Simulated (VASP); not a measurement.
A run of VASP 6.6.1:

File INCAR:

```
SYSTEM = BeGa2C2
PREC = Accurate
ENCUT = 600
EDIFF = 1E-6
ISMEAR = 0
SIGMA = 0.1
LREAL = .False.
LASPH = .True.
NELM = 100
ALGO = Normal
ISIF = 3
LWAVE = .False.
LCHARG = .False.
GGA = PE
IBRION = 2
NSW = 100
EDIFFG = -0.01
```

File KPOINTS:

```
Automatic mesh
0
Gamma
  14 14 6
  0 0 0
```

The input POSCAR:

```
BeGa2C2
1.0
    1.6456780309     -2.4024102040      0.0000000000
    1.6456780309      2.4024102040      0.0000000000
    0.0000000000      0.0000000000      8.3973812865
Be Ga C
1 2 2
Direct
    0.5000000000      0.5000000000      0.0000000000
    0.0000000000      0.0000000000      0.6725202079
    0.0000000000      0.0000000000      0.3274797921
    0.0000000000      0.0000000000      0.0797279744
    0.0000000000      0.0000000000      0.9202720256
```

Potentials or basis: VASP PAW PBE potentials, release 64 (Be, Ga_d, C).

Run with:

```bash
$ cat potpaw_PBE.64/Be/POTCAR potpaw_PBE.64/Ga_d/POTCAR potpaw_PBE.64/C/POTCAR > POTCAR
$ mpirun -np 1 vasp_std > vasp.out
```

Hardware: 1 thread of Intel(R) Xeon(R) Platinum 8259CL CPU @ 2.50GHz (Skylake/Cascade Lake), with other jobs on the host.

**Question.** Estimate the wall time of this run.

**Answer.** It took 10 min on 1 thread of Intel(R) Xeon(R) Platinum 8259CL CPU @ 2.50GHz (Skylake/Cascade Lake), with other jobs on the host, peak memory 0.51 GiB. Counts: scf iterations 30, k points 228, ion steps 4.
